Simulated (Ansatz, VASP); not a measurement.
One calculation of K2HfSe3, two programs

File INCAR:

```
SYSTEM = K2HfSe3
PREC     = Accurate       ! precision mode
ENCUT    = 600            ! plane-wave cutoff, eV
EDIFF    = 1E-6           ! SCF threshold, eV
ISMEAR   = 0              ! smearing method
SIGMA    = 0.1            ! smearing width, eV
LREAL    = .FALSE.        ! projectors in reciprocal space
LASPH    = .TRUE.         ! aspherical terms in the spheres
NELM     = 100            ! most SCF steps
ALGO     = Normal         ! electronic algorithm
ISIF     = 3              ! what is computed and relaxed
LWAVE    = .FALSE.        ! write WAVECAR
LCHARG   = .FALSE.        ! write CHGCAR
GGA      = PE             ! functional
IBRION   = 2              ! ionic algorithm
NSW      = 100            ! ionic steps
EDIFFG   = -0.01          ! ionic threshold
```

The input KPOINTS:

```
regular mesh
0
G
  6 6 8
  0 0 0
```

Contents of POSCAR:

```
K2HfSe3
1.0
    6.3905203860      0.0000000000      0.0000000000
   -3.1952601930      5.5343529977      0.0000000000
    0.0000000000      0.0000000000      4.9996071551
K Hf Se
2 1 3
Direct
    0.6666666667      0.3333333333      0.0000000000
    0.3333333333      0.6666666667      0.0000000000
    0.0000000000      0.0000000000      0.0000000000
    0.0000000000      0.5000000000      0.5000000000
    0.5000000000      0.0000000000      0.5000000000
    0.5000000000      0.5000000000      0.5000000000
```

Input for Ansatz:

```yaml
crystal:
  lattice:
    - [6.390520386, 0.0, 0.0]
    - [-3.195260193, 5.5343529977, 0.0]
    - [0.0, 0.0, 4.9996071551]
  atoms:
    - { symbol: K, position: [0.6666666667, 0.3333333333, 0.0] }
    - { symbol: K, position: [0.3333333333, 0.6666666667, 0.0] }
    - { symbol: Hf, position: [0.0, 0.0, 0.0] }
    - { symbol: Se, position: [0.0, 0.5, 0.5] }
    - { symbol: Se, position: [0.5, 0.0, 0.5] }
    - { symbol: Se, position: [0.5, 0.5, 0.5] }
basis:
  ecutwfc: 420
kpoints:
  mp_grid: { grid: [6, 6, 8] }
hamiltonian:
  xc: pbe
scf:
  occupations: { method: gaussian, width: 0.1 }
output:
  forces: true
  stress: true
  eigenvalues: true
  write_density: true
  write_potential: true
  elf: true
  volumetric_format: npy
relax:
  adjacent_minimum: "off"
  f_tol: 0.01
  max_steps: 80
  cell: { stress_tol: 0.05 }
```

Change from the starting cell: species swapped into the NdB2Ru3 type (P6/mmm, No. 191).

Alike in both runs: task relaxation of cell and atoms; functional PBE; k mesh 6 × 6 × 8; occupations gaussian, width 0.1 eV; no spin polarisation.

|  | VASP | Ansatz |
| --- | --- | --- |
| version | VASP 6.6.1 | Ansatz 0.2.0 |
| potentials or method | VASP PAW PBE potentials, release 64 (K_sv, Hf_pv, Se), cutoff 600 eV | scalar-relativistic, plane waves, PAW |
| valence electrons in the cell | 46 | 92 |

VASP gave:

```
gap on the k mesh at the Fermi level, each at its own relaxed structure (eV) : none
relaxed volume (Å³/atom)                                                     : 29.42
relaxed length of the cell vector where the two differ most in proportion (Å)              : 5.141
```

Q: Estimate Ansatz's values.

A: gap on the k mesh at the Fermi level, each at its own relaxed structure (eV): none; relaxed volume (Å³/atom): 29.36; relaxed length of the cell vector where the two differ most in proportion (Å): 5.126.

A gap of «none» marks a metal or a gap that the smearing closes. VASP's potentials hold 46 valence electrons a cell and Ansatz's 92, so a difference there can come from the potentials and not from the codes.

Neither program's run includes spin-orbit coupling.
